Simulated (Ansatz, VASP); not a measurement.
# One calculation of Ga5N, two programs

```
CELL_PARAMETERS angstrom
6.50182 0.00000 0.00000
-3.25091 5.63074 0.00000
0.00000 0.00000 2.82200
ATOMIC_POSITIONS crystal
Ga 0.74242 0.74242 0.00000
Ga 0.33333 0.66667 0.50000
Ga 0.00000 0.25758 0.00000
Ga 0.25758 0.00000 0.00000
Ga 0.66667 0.33333 0.50000
N 0.00000 0.00000 0.50000
```

Change from the starting cell: species swapped into the MgPd5 type (P-62m, No. 189).

Alike in both runs: functional PBE; k mesh 6 × 6 × 14; occupations gaussian, width 0.1 eV; no spin polarisation.

Ansatz relaxed the structure, and its values are those at the end. VASP's run is a single point on that final structure, the one shown.

|  | VASP | Ansatz |
| --- | --- | --- |
| version | VASP 6.6.1 | Ansatz 0.2.0 |
| potentials or method | VASP PAW PBE potentials, release 64 (Ga_d, N), cutoff 520 eV | scalar-relativistic, plane waves, PAW |
| valence electrons in the cell | 70 | 70 |

|  | VASP | Ansatz | Ansatz less VASP |
| --- | --- | --- | --- |
| gap on the k mesh at the Fermi level (eV) | none | none | - |
| pressure (GPa) | 0.2 | 0.0 | -0.18 |
| rms of the force components (eV/Å) | 0.011 | 0.000 | -0.0105 |

A gap of «none» marks a metal or a gap that the smearing closes. With one functional, cell and mesh, what is left measures potentials, basis and numerics.
